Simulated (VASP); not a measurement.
Input of a VASP 6.6.1 run:

File INCAR:

```
SYSTEM = Se
ALGO     = Normal         ! electronic algorithm
EDIFF    = 1E-6           ! SCF threshold, eV
EDIFFG   = -0.04          ! ionic threshold
ENCUT    = 600            ! plane-wave cutoff, eV
GGA      = PE             ! functional
IBRION   = 2              ! ionic algorithm
ISIF     = 3              ! what is computed and relaxed
ISMEAR   = 0              ! smearing method
LASPH    = .True.         ! aspherical terms in the spheres
LCHARG   = .False.        ! write CHGCAR
LREAL    = .False.        ! projectors in reciprocal space
LWAVE    = .False.        ! write WAVECAR
NELM     = 60             ! most SCF steps
NSW      = 90             ! ionic steps
PREC     = Accurate       ! precision mode
SIGMA    = 0.1            ! smearing width, eV
```

KPOINTS

```
k-points
0
Gamma
  6 6 4
  0 0 0
```

File POSCAR:

```
Se
1.0
    3.3324329200      0.0000000000      0.0000000000
   -1.6662164600      2.8859715700      0.0000000000
    0.0000000000      0.0000000000      5.2531886300
Se
3
Direct
    0.6666666700      0.3333333300      0.7249647000
    0.6666666700      0.3333333300      0.2750353000
    0.0000000000      0.0000000000      0.0000000000
```

Potentials or basis: VASP PAW PBE potentials, release 64 (Se).

Launch:

```console
$ cat potpaw_PBE.64/Se/POTCAR > POTCAR
$ mpirun -np 1 vasp_std > vasp.out
```

Question: Estimate the relaxed volume.

Answer: 25.67 Å³/atom.

Question: What does it give for the space group after relaxing (to 0.05 Å)?

Answer: P-6m2 (No. 187).

Question: Predict the band gap on the k mesh.

Answer: Zero (band 9 reaches 3.64 eV, above the bottom of band 10 at 3.09 eV).

Question: Predict the relaxed cell.

Answer: a = 3.831 Å, b = 3.831 Å, c = 6.057 Å, α = 90.00°, β = 90.00°, γ = 120.00°.

Forces on the atoms (eV/Å):
```
Se   0.000  0.000 -0.007
Se   0.000  0.000  0.007
Se   0.000  0.000  0.000
```

Caveat: the k points lie up to 0.32 Å⁻¹ apart in the final cell; the volume moved by over 15 % at a fixed basis, so the end points are rough.
